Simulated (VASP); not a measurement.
YTl, 2 atoms in the cell. Symmetry: Pm-3m, No. 221, cubic system. The conventional cell has a = 3.751 Å, b = 3.751 Å, c = 3.751 Å, α = 90.00°, β = 90.00°, γ = 90.00°. Within 4.3 Å of Y (site symmetry m-3m) lie 8 Tl at 3.25 Å and 6 Y at 3.75 Å. Within 4.3 Å of Tl (site symmetry m-3m) lie 8 Y at 3.25 Å and 6 Tl at 3.75 Å. 

```yaml
Program: VASP 6.6.1
Task: single point
Functional: PBEsol
Potentials_or_basis: VASP PAW PBE potentials, release 64 (Y_sv, Tl_d)
Cutoff: 520 eV
k_mesh: 6 × 6 × 6
Occupations: fermi-dirac, width 0.15 eV
Spin: no spin polarisation
Dipole_correction: no
Further_INCAR_settings: ALGO = Normal; EDIFF = 1e-07; NBANDS = 19
```

Potentials or basis: VASP PAW PBE potentials, release 64 (Y_sv, Tl_d).

Run with:

```bash
$ cat potpaw_PBE.64/Y_sv/POTCAR potpaw_PBE.64/Tl_d/POTCAR > POTCAR
$ mpirun -np 1 vasp_std > vasp.out
```

Hardware: 1 thread of Intel Xeon 8259CL, on a shared host.

Task: Estimate the wall time of this run.

Result: Wall time 44 s on 1 thread of Intel Xeon 8259CL (shared host), peak memory 0.18 GiB. Counts: scf iterations 15, k points 20.
